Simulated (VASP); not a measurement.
HfN, 2 atoms in the cell. The structure is cubic, space group F-43m (No. 216). Conventional cell: a = 4.910 Å, b = 4.910 Å, c = 4.910 Å, α = 90.00°, β = 90.00°, γ = 90.00°. Within 2.8 Å of Hf (site symmetry -43m) lie 4 N at 2.13 Å. Within 2.8 Å of N (site symmetry -43m) lie 4 Hf at 2.13 Å. 

* Program: VASP 6.6.1
* Task: relaxation of cell and atoms
* Functional: PBEsol
* Potentials or basis: VASP PAW PBE potentials, release 64 (Hf_pv, N)
* Cutoff: 600 eV
* k mesh: 9 × 9 × 9
* Occupations: fermi-dirac, width 0.05 eV
* Spin: no spin polarisation
* Target pressure: 10 GPa
* Dipole correction: no
* Further INCAR settings: ALGO = Normal; EDIFF = 1e-06; IBRION = 2; EDIFFG = -0.01; NSW = 60; ISIF = 3

Potentials or basis: VASP PAW PBE potentials, release 64 (Hf_pv, N).

Run with:

```sh
$ cat potpaw_PBE.64/Hf_pv/POTCAR potpaw_PBE.64/N/POTCAR > POTCAR
$ mpirun -np 1 vasp_std > vasp.out
```

Hardware: 1 thread of Intel Xeon 6975P-C (shared host).

How long does it take, and how much memory?

It took 46 s on 1 thread of Intel Xeon 6975P-C, with other jobs on the host, peak memory 0.18 GiB. Counts: scf iterations 50, k points 35, ion steps 7.
